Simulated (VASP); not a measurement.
# Bi (Fd-3m) in VASP: a series of runs

The runs below take Bi through single point, with PBE.

Everything below comes from runs of VASP 6.6.1. Logs are shortened: lines on timing, memory, paths and dates and some standing lists are left out, and cuts for length are marked.

**1. The cell of the first run**

It takes space group Fd-3m (No. 227, cubic). Conventional cell: a = 6.314 Å, b = 6.314 Å, c = 6.314 Å, α = 90.00°, β = 90.00°, γ = 90.00°. Bi (site symmetry -43m) has 4 Bi at 2.73 Å within 3.6 Å.

This isn't the form of Bi at room conditions, which is rhombohedral.

**2. Single point, PBE (31.46 Å³/atom)**

INCAR reads:

```
PREC = Accurate
ENCUT = 520
EDIFF = 1E-6
ISMEAR = -1
SIGMA = 0.05
LREAL = False
LASPH = True
NELM = 100
ALGO = Normal
ISIF = 2
LWAVE = False
LCHARG = False
GGA = PE
NBANDS = 22
```

KPOINTS reads:

```
Automatic mesh
0
Gamma
  11 11 11
```

POSCAR reads:

```
Bi
1.0
    0.0000000000      3.1567838692      3.1567838692
    3.1567838692      0.0000000000      3.1567838692
    3.1567838692      3.1567838692      0.0000000000
Bi
2
Direct
   -0.1250000000     -0.1250000000     -0.1250000000
    0.1250000000      0.1250000000      0.1250000000
```

Potentials or basis: VASP PAW PBE potentials, release 64 (Bi_d).

Run with:

```console
$ cat potpaw_PBE.64/Bi_d/POTCAR > POTCAR
$ mpirun -np 1 vasp_std > vasp.out
```

OUTCAR:

```text
PREC = Accurate
   ENCUT = 520
   EDIFF = 1E-6
   ISMEAR = -1
   LREAL = False
   LASPH = True
   NELM = 100
   ISIF = 2
   GGA = PE

 ion  position               nearest neighbor table
   1  0.875  0.875  0.875-   2 2.73   2 2.73   2 2.73   2 2.73
   2  0.125  0.125  0.125-   1 2.73   1 2.73   1 2.73   1 2.73

  LATTYP: Found a face centered cubic cell.
 ALAT       =     6.3135677384

  Lattice vectors:

 A1 = (   0.0000000000,   3.1567838692,   3.1567838692)
 A2 = (   3.1567838692,   0.0000000000,   3.1567838692)
 A3 = (   3.1567838692,   3.1567838692,   0.0000000000)

Analysis of symmetry for initial positions (statically):
=====================================================================
 Subroutine PRICEL returns:
 Original cell was already a primitive cell.

 Routine SETGRP: Setting up the symmetry group for a
 face centered cubic supercell.

 Subroutine GETGRP returns: Found 48 space group operations
 (whereof 12 operations were pure point group operations)
 out of a pool of 48 trial point group operations.

The static configuration has the point symmetry D_3d.
 The point group associated with its full space group is O_h .

Analysis of symmetry for dynamics (positions and initial velocities):
=====================================================================
 Subroutine PRICEL returns:
 Original cell was already a primitive cell.

 Routine SETGRP: Setting up the symmetry group for a
 face centered cubic supercell.

 Subroutine GETGRP returns: Found 48 space group operations
 (whereof 12 operations were pure point group operations)
 out of a pool of 48 trial point group operations.

The dynamic configuration has the point symmetry D_3d.
 The point group associated with its full space group is O_h .

 Subroutine INISYM returns: Found 48 space group operations
 (whereof 12 operations are pure point group operations),
 and found     1 'primitive' translations

----------------------------------------------------------------------------------------

                                     Primitive cell

  volume of cell :      62.9165

  direct lattice vectors                    reciprocal lattice vectors
     0.000000000  3.156783869  3.156783869    -0.158389051  0.158389051  0.158389051
     3.156783869  0.000000000  3.156783869     0.158389051 -0.158389051  0.158389051
     3.156783869  3.156783869  0.000000000     0.158389051  0.158389051 -0.158389051

  length of vectors
     4.464366561  4.464366561  4.464366561     0.274337883  0.274337883  0.274337883

  position of ions in fractional coordinates (direct lattice)
     0.875000000  0.875000000  0.875000000
     0.125000000  0.125000000  0.125000000

  ion indices of the primitive-cell ions
   primitive index   ion index
                 1           1
                 2           2

----------------------------------------------------------------------------------------

 KPOINTS: Automatic mesh

Automatic generation of k-mesh.
 Grid dimensions read from file:
 generate k-points for:   11   11   11

 Generating k-lattice:

  Cartesian coordinates                     Fractional coordinates (reciprocal lattice)
    -0.014399005  0.014399005  0.014399005     0.090909091  0.000000000  0.000000000
     0.014399005 -0.014399005  0.014399005     0.000000000  0.090909091  0.000000000
     0.014399005  0.014399005 -0.014399005     0.000000000  0.000000000  0.090909091

  Length of vectors
     0.024939808  0.024939808  0.024939808

  Shift w.r.t. Gamma in fractional coordinates (k-lattice)
     0.000000000  0.000000000  0.000000000

 Subroutine IBZKPT returns following result:
 ===========================================

 Found     56 irreducible k-points:

 Following reciprocal coordinates:
            Coordinates               Weight
  0.000000  0.000000  0.000000      1.000000
  0.090909  0.000000  0.000000      8.000000
  0.181818  0.000000  0.000000      8.000000
  0.272727  0.000000  0.000000      8.000000
  0.363636  0.000000  0.000000      8.000000
  0.454545  0.000000  0.000000      8.000000
[... 16 lines left out ...]
 -0.272727  0.181818  0.000000     24.000000
 -0.181818  0.181818  0.000000     12.000000
 [... further k-points ...]
   k-points           NKPTS =     56   k-points in BZ     NKDIM =     56   number of bands    NBANDS=     22
   number of dos      NEDOS =    301   number of ions     NIONS =      2
   total plane-waves  NPLWV =  46656
   dimension x,y,z NGX =    36 NGY =   36 NGZ =   36
   dimension x,y,z NGXF=    72 NGYF=   72 NGZF=   72
   ions per type =               2
   NGX,Y,Z   is equivalent  to a cutoff of  13.41, 13.41, 13.41 a.u.
   NGXF,Y,Z  is equivalent  to a cutoff of  26.81, 26.81, 26.81 a.u.
 SYSTEM =  unknown system
   PREC   = accura    normal or accurate (medium, high low for compatibility)
   ISTART =      0    job   : 0-new  1-cont  2-samecut
   ICHARG =      2    charge: 1-file 2-atom 10-const
   ISPIN  =      1    spin polarized calculation?
   LNONCOLLINEAR =      F non collinear calculations
   LSORBIT =      F    spin-orbit coupling
   LASPH  =      T    aspherical Exc in radial PAW
   ENCUT  =  520.0 eV  38.22 Ry    6.18 a.u.   8.30  8.30  8.30*2*pi/ulx,y,z
   NELM   =    100;   NELMIN=  2; NELMDL= -5     # of ELM steps
   EDIFF  = 0.1E-05   stopping-criterion for ELM
   LREAL  =      F    real-space projection
   EDIFFG = 0.1E-04   stopping-criterion for IOM
   NSW    =      0    number of steps for IOM
   IBRION =     -1    ionic relax: 0-MD 1-quasi-New 2-CG
   NFREE  =      0    steps in history (QN), initial steepest desc. (CG)
   ISIF   =      2    stress and relaxation
   ISYM   =      2    0-nonsym 1-usesym 2-fastsym
   POTIM  = 0.5000    time-step for ionic-motion
   TEBEG  =    0.0;   TEEND  =   0.0 temperature during run
   PSTRESS=    0.0 pullay stress
   NELECT =      30.0000    total number of electrons
   NUPDOWN=      -1.0000    fix difference up-down
   EMIN   =  10.00;   EMAX   =-10.00  energy-range for DOS
   EFERMI =   0.00;   METHOD = LEGACY
   ISMEAR =    -1;   SIGMA  =   0.05  broadening in eV -4-tet -1-fermi 0-gaus
   EFERMI_NEDOS =   21; number of points for ismear=-14 and -15
   IALGO  =     38    algorithm
   IMIX   =      4    mixing-type and parameters
     AMIX     =   0.40;   BMIX     =  1.00
     AMIX_MAG =   1.60;   BMIX_MAG =  1.00
  volume/ion in A,a.u.               =      31.46       212.29
  Fermi-wavevector in a.u.,A,eV,Ry     =   1.278970  2.416903 22.255928  1.635765
  Thomas-Fermi vector in A             =   2.411482
   LORBIT       =      0    0 simple, 1 ext, 2 COOP (PROOUT), +10 PAW based schemes
   GGA     = PE    functional components
   LHFCALC =     F    Hartree Fock is set to
   AEXX    =    0.0000 exact exchange contribution
   IVDW    =     0    specifies the selected vdW correction
   LEPSILON=     F    determine dielectric tensor
   LRPA    =     F    only Hartree local field effects (RPA)
 non-spin polarized calculation
  energy-cutoff  :      520.00
  volume of cell :       62.92
 maximum number of plane-waves:      1715
 NGX is ok and might be reduce to    36
   NGX = 17   NGY = 17   NGZ = 17

 number of electron      30.0000001 magnetization

 Free energy of the ion-electron system (eV)
  ---------------------------------------------------
  ext. energy  EPLUGINS =         0.00000000
  ---------------------------------------------------
  free energy    TOTEN  =        -5.12941384 eV

  energy without entropy =       -5.12147974  energy(sigma->0) =       -5.12544679

 E-fermi :   7.9949     XC(G=0):  -9.8549

 val. band max:        7.9909488931   @ k =   0.2727   0.2727   0.0000
 cond. band min:       8.0022492325   @ k =   0.4545   0.3636   0.0909
 fundamental gap:      0.0113003395
 Fermi energy:         7.9948694628

 k-point     1 :       0.0000    0.0000    0.0000
  band No.  band energies     occupation
      1     -15.6913      2.00000
      2     -15.6913      2.00000
      3     -15.6913      2.00000
      4     -15.5659      2.00000
      5     -15.5659      2.00000
      6     -15.0007      2.00000
[... 14 lines left out ...]
     21      15.3138      0.00000
     22      15.3138      0.00000

 k-point     2 :       0.0909    0.0000    0.0000
  band No.  band energies     occupation
      1     -15.7022      2.00000
      2     -15.7022      2.00000
      3     -15.6883      2.00000
      4     -15.5504      2.00000
      5     -15.5504      2.00000
      6     -15.0229      2.00000
[... 14 lines left out ...]
     21      14.7764      0.00000
     22      14.9796      0.00000

 k-point     3 :       0.1818    0.0000    0.0000
  band No.  band energies     occupation
      1     -15.7225      2.00000
      2     -15.7225      2.00000
      3     -15.6802      2.00000
      4     -15.5182      2.00000
      5     -15.5182      2.00000
      6     -15.0539      2.00000
[... 14 lines left out ...]
     21      14.3692      0.00000
     22      14.7608      0.00000

 k-point     4 :       0.2727    0.0000    0.0000
  band No.  band energies     occupation
      1     -15.7396      2.00000
      2     -15.7396      2.00000
      3     -15.6692      2.00000
      4     -15.4872      2.00000
      5     -15.4872      2.00000
      6     -15.0788      2.00000
[... 14 lines left out ...]
     21      14.4218      0.00000
     22      15.8271      0.00000

 k-point     5 :       0.3636    0.0000    0.0000
  band No.  band energies     occupation
      1     -15.7502      2.00000
      2     -15.7502      2.00000
      3     -15.6586      2.00000
      4     -15.4659      2.00000
      5     -15.4659      2.00000
      6     -15.0936      2.00000
[... 14 lines left out ...]
     21      14.9534      0.00000
     22      17.0479      0.00000

 k-point     6 :       0.4545    0.0000    0.0000
  band No.  band energies     occupation
      1     -15.7549      2.00000
      2     -15.7549      2.00000
      3     -15.6520      2.00000
      4     -15.4562      2.00000
      5     -15.4562      2.00000
      6     -15.0994      2.00000
[... 14 lines left out ...]
     21      15.6673      0.00000
     22      16.1998      0.00000

 k-point     7 :       0.0909    0.0909    0.0000
  band No.  band energies     occupation
      1     -15.7000      2.00000
      2     -15.6997      2.00000
      3     -15.6997      2.00000
      4     -15.5537      2.00000
      5     -15.5351      2.00000
      6     -15.0632      2.00000
[... 324 lines left out ...]
      6     -15.2377      2.00000
[... 14 lines left out ...]
     21      16.2268      0.00000
     22      16.2968      0.00000

 k-point    21 :      -0.4545    0.1818    0.0000
  band No.  band energies     occupation
      1     -15.8023      2.00000
      2     -15.7694      2.00000
      3     -15.5891      2.00000
      4     -15.4047      2.00000
      5     -15.4047      2.00000
      6     -15.2116      2.00000
[... 14 lines left out ...]
     21      15.6302      0.00000
     22      17.4106      0.00000

 k-point    22 :      -0.3636    0.1818    0.0000
  band No.  band energies     occupation
      1     -15.7982      2.00000
      2     -15.7723      2.00000
      3     -15.5854      2.00000
      4     -15.4353      2.00000
      5     -15.3943      2.00000
      6     -15.1684      2.00000
[... 14 lines left out ...]
     21      15.2914      0.00000
     22      17.8042      0.00000

 k-point    23 :      -0.2727    0.1818    0.0000
  band No.  band energies     occupation
      1     -15.7817      2.00000
      2     -15.7688      2.00000
      3     -15.6059      2.00000
      4     -15.4656      2.00000
      5     -15.4072      2.00000
      6     -15.1636      2.00000
[... 14 lines left out ...]
     21      16.0908      0.00000
     22      16.7439      0.00000

 k-point    24 :      -0.1818    0.1818    0.0000
  band No.  band energies     occupation
      1     -15.7578      2.00000
      2     -15.7561      2.00000
      3     -15.6402      2.00000
      4     -15.4905      2.00000
      5     -15.4416      2.00000
      6     -15.1365      2.00000
[... 14 lines left out ...]
     21      14.8180      0.00000
     22      17.1592      0.00000

 [... further k-points ...]
[... 5 lines left out ...]
  --------------------------------------------------------------------------------------
  -------------------------------------------------------------------------------------
  Total       12.3302424     12.3302424     12.3302424     -0.0000000      0.0000000      0.0000000
  in kB      313.9913287    313.9913287    313.9913287     -0.0000000      0.0000000      0.0000000
  external PRESSURE =     313.9913287 kB  Pullay stress =       0.0000000 kB

 VOLUME and BASIS-vectors are now :
 -----------------------------------------------------------------------------
  energy-cutoff  :      520.00
  volume of cell :       62.92
      direct lattice vectors                 reciprocal lattice vectors
     0.000000000  3.156783869  3.156783869    -0.158389051  0.158389051  0.158389051
     3.156783869  0.000000000  3.156783869     0.158389051 -0.158389051  0.158389051
     3.156783869  3.156783869  0.000000000     0.158389051  0.158389051 -0.158389051

 POSITION                                       TOTAL-FORCE (eV/Angst)
 -----------------------------------------------------------------------------------
      5.52437      5.52437      5.52437         0.000000      0.000000      0.000000
      0.78920      0.78920      0.78920        -0.000000     -0.000000     -0.000000
 -----------------------------------------------------------------------------------
    total drift:                                0.000000      0.000000      0.000000

  FREE ENERGIE OF THE ION-ELECTRON SYSTEM (eV)
  ---------------------------------------------------
  free  energy   TOTEN  =        -5.1294138366 eV

  energy  without entropy=       -5.1214797420  energy(sigma->0) =       -5.12544679
```

Wall time 87 s (1 thread of Intel Xeon 8259CL, shared host); peak memory 0.23 GiB.

Results:

```
Free energy            : -5.1294 eV
Pressure               : 31.4 GPa
Band gap on the k mesh : zero (bands 15 and 16 overlap by 1.50 eV)
```

Caveat: the cell stands under pressure; spin-orbit coupling is left out, which moves the levels of the heavy elements.

**3. Single point, PBE (36.30 Å³/atom)**

This run uses another cell than the first one, of 36.30 Å³/atom.

Changes to INCAR since step 2:

```diff
@@ -2,3 +2,3 @@
 ENCUT = 520
-EDIFF = 1E-6
+EDIFF = 1E-7
 ISMEAR = -1
```

KPOINTS reads:

```
regular mesh
0
Gamma
  11 11 11
```

POSCAR reads:

```
Bi
1.0
    0.0000000000      3.3110124794      3.3110124794
    3.3110124794      0.0000000000      3.3110124794
    3.3110124794      3.3110124794      0.0000000000
Bi
2
Direct
   -0.1250000000     -0.1250000000     -0.1250000000
    0.1250000000      0.1250000000      0.1250000000
```

Potentials or basis: VASP PAW PBE potentials, release 64 (Bi_d).

Run with:

```console
$ cat potpaw_PBE.64/Bi_d/POTCAR > POTCAR
$ mpirun -np 1 vasp_std > vasp.out
```

Wall time 94 s (1 thread of Intel Xeon 8259CL, shared host); peak memory 0.24 GiB.

Results (log left out):

* Free energy: -6.4949 eV
* Pressure: 15.3 GPa
* Band gap on the k mesh: zero (bands 15 and 16 overlap by 1.13 eV)

Levels at points of the mesh, in eV from the Fermi level:
```csv
k point,band 11,band 12,band 13,band 14,band 15,band 16,band 17,band 18,band 19,band 20
"(0.00, 0.00, 0.00)",-14.08,-6.60,-1.53,-1.53,-1.53,0.90,0.90,0.90,3.25,7.43
```

Caveat: the cell stands under pressure; spin-orbit coupling is left out, which moves the levels of the heavy elements.

**4. Single point, PBE (41.14 Å³/atom)**

This run uses another cell than the first one, of 41.14 Å³/atom.

INCAR reads:

```
  PREC = Accurate
  ENCUT = 520
  EDIFF = 1E-6
  ISMEAR = -1
  SIGMA = 0.05
  LREAL = False
  LASPH = True
  NELM = 100
  ALGO = Normal
  ISIF = 2
  LWAVE = False
  LCHARG = False
  GGA = PE
  NBANDS = 22
```

KPOINTS is that of step 3.

POSCAR reads:

```
Bi
1.0
    0.0000000000      3.4520735356      3.4520735356
    3.4520735356      0.0000000000      3.4520735356
    3.4520735356      3.4520735356      0.0000000000
Bi
2
Direct
   -0.1250000000     -0.1250000000     -0.1250000000
    0.1250000000      0.1250000000      0.1250000000
```

Run with:

```console
$ cat potpaw_PBE.64/Bi_d/POTCAR > POTCAR
$ mpirun -np 1 vasp_std > vasp.out
```

It took 96 s on 1 thread of Intel Xeon 8259CL, shared host; peak memory 0.24 GiB.

The run converged. Its results:

| Property | Result |
| --- | --- |
| Free energy | -7.1326 eV |
| Pressure | 6.5 GPa |
| Band gap on the k mesh | zero (bands 15 and 16 overlap by 0.85 eV) |

Levels at points of the mesh, in eV from the Fermi level:
```csv
k point,band 11,band 12,band 13,band 14,band 15,band 16,band 17,band 18,band 19,band 20
"(0.00, 0.00, 0.00)",-13.23,-7.18,-1.39,-1.39,-1.39,0.93,0.93,0.93,3.33,7.29
```

Caveat: the cell stands under pressure; spin-orbit coupling is left out, which moves the levels of the heavy elements.

**5. Single point, PBE (41.14 Å³/atom)**

This run uses another cell than the first one, of 41.14 Å³/atom.

INCAR reads:

```
SYSTEM = Bi
PREC = Accurate
ENCUT = 520
EDIFF = 1E-6
ISMEAR = -1
SIGMA = 0.05
LREAL = .FALSE.
LASPH = .TRUE.
NELM = 100
ALGO = Normal
ISIF = 2
LWAVE = .FALSE.
LCHARG = .FALSE.
GGA = PE
NBANDS = 22
```

KPOINTS reads:

```
Automatic mesh
0
G
  11 11 11
  0 0 0
```

POSCAR is that of step 4.

Run with:

```console
$ cat potpaw_PBE.64/Bi_d/POTCAR > POTCAR
$ mpirun -np 1 vasp_std > vasp.out
```

It took 91 s on 1 thread of Intel Xeon 8259CL, shared host; peak memory 0.24 GiB.

Results (log left out):

```yaml
Free_energy: -7.1326 eV
Pressure: 6.5 GPa
Band_gap_on_the_k_mesh: zero (bands 15 and 16 overlap by 0.85 eV)
```

Levels at points of the mesh, in eV from the Fermi level:
```csv
k point,band 12,band 13,band 14,band 15,band 16,band 17,band 18,band 19
"(0.00, 0.00, 0.00)",-7.18,-1.39,-1.39,-1.39,0.93,0.93,0.93,3.33
```

Caveat: the cell stands under pressure; spin-orbit coupling is left out, which moves the levels of the heavy elements.

**6. Single point, PBE (45.98 Å³/atom)**

This run uses another cell than the first one, of 45.98 Å³/atom.

INCAR reads:

```
ALGO     = Normal         # electronic algorithm
EDIFF    = 1E-6           # SCF threshold, eV
ENCUT    = 520            # plane-wave cutoff, eV
GGA      = PE             # functional
ISIF     = 2              # what is computed and relaxed
ISMEAR   = -1             # smearing method
LASPH    = True           # aspherical terms in the spheres
LCHARG   = True           # write CHGCAR
LELF     = True           # ELF
LREAL    = False          # projectors in reciprocal space
LVHAR    = True         
LWAVE    = False          # write WAVECAR
NBANDS   = 22             # bands
NELM     = 80             # most SCF steps
PREC     = Accurate       # precision mode
SIGMA    = 0.05           # smearing width, eV
```

KPOINTS reads:

```
k-points
0
Gamma
  11 11 11
```

POSCAR reads:

```
Bi
1.0
    0.0000000000      3.5824620482      3.5824620482
    3.5824620482      0.0000000000      3.5824620482
    3.5824620482      3.5824620482      0.0000000000
Bi
2
Direct
   -0.1250000000     -0.1250000000     -0.1250000000
    0.1250000000      0.1250000000      0.1250000000
```

Potentials or basis: VASP PAW PBE potentials, release 64 (Bi_d).

Run with:

```console
$ cat potpaw_PBE.64/Bi_d/POTCAR > POTCAR
$ mpirun -np 1 vasp_std > vasp.out
```

It took 2 min on 1 thread of Intel Xeon 8259CL, shared host; peak memory 0.28 GiB.

The run converged. Its results:

- Free energy: -7.3679 eV
- Pressure: 1.6 GPa
- Band gap on the k mesh: zero (bands 15 and 16 overlap by 0.65 eV)

Levels at points of the mesh, in eV from the Fermi level:
```tsv
k point	band 12	band 13	band 14	band 15	band 16	band 17	band 18	band 19
(0.00, 0.00, 0.00)	-7.61	-1.27	-1.27	-1.27	0.95	0.95	0.95	3.38
```

Caveat: spin-orbit coupling is left out, which moves the levels of the heavy elements.

**7. Overview**

| cell | gap on the mesh (eV) | pressure (GPa) |
| --- | --- | --- |
| a = 4.464 Å, angles 60.0°, 2 atoms | none | 31.4 |
| a = 4.682 Å, angles 60.0°, 2 atoms | none | 15.3 |
| a = 4.882 Å, angles 60.0°, 2 atoms | none | 6.5 |
| a = 5.066 Å, angles 60.0°, 2 atoms | none | 1.6 |

Alike in all rows: task single point; level PBE; potentials or basis VASP PAW PBE potentials, release 64 (Bi_d); no spin polarisation; k mesh 11 × 11 × 11; cutoff (eV) 520; smearing fermi-dirac 0.05 eV.

Caveats: spin-orbit coupling is left out, which moves the levels of the heavy elements; the cell stands under pressure (at least some runs).

Total energies depend on the potentials used, so only differences within one code and one set of settings carry meaning.
